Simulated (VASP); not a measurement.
Set up this calculation in VASP 6.6.1, as the native input.

| Item | Value |
| --- | --- |
| Task | single point |
| Functional | PBE |
| Potentials or basis | VASP PAW PBE potentials, release 64 (Zr_sv) |
| Cutoff | 520 eV |
| k mesh | 13 × 13 × 7 |
| Occupations | fermi-dirac, width 0.03 eV |
| Spin | no spin polarisation |
| Dipole correction | no |
| Further INCAR settings | ALGO = Normal; EDIFF = 1e-07; NBANDS = 19 |

The structure of Zr lies in POSCAR:

```
Zr
1.0
    3.2534028080      0.0000000000      0.0000000000
   -1.6267014040      2.8175294804      0.0000000000
    0.0000000000      0.0000000000      5.1810870861
Zr
2
Direct
    0.3333333333      0.6666666667      0.2500000000
    0.6666666667      0.3333333333      0.7500000000
```

The input as run:

INCAR

```
SYSTEM = Zr
PREC = Accurate
ENCUT = 520
EDIFF = 1E-7
ISMEAR = -1
SIGMA = 0.03
LREAL = .False.
LASPH = .True.
NELM = 60
ALGO = Normal
ISIF = 2
LWAVE = .False.
LCHARG = .False.
GGA = PE
NBANDS = 19
```

KPOINTS

```
Automatic mesh
0
Gamma
  13 13 7
  0 0 0
```

Potentials or basis: VASP PAW PBE potentials, release 64 (Zr_sv).

Command:

```bash
$ cat potpaw_PBE.64/Zr_sv/POTCAR > POTCAR
$ mpirun -np 1 vasp_std > vasp.out
```

It gave:

```yaml
Pressure: -1.3 GPa
Band_gap_on_the_k_mesh: zero (bands 12 and 13 overlap by 1.10 eV)
```

Run time: 78 s on 1 thread of Intel Xeon 8259CL, with other jobs on the host, peak memory 0.2 GiB.
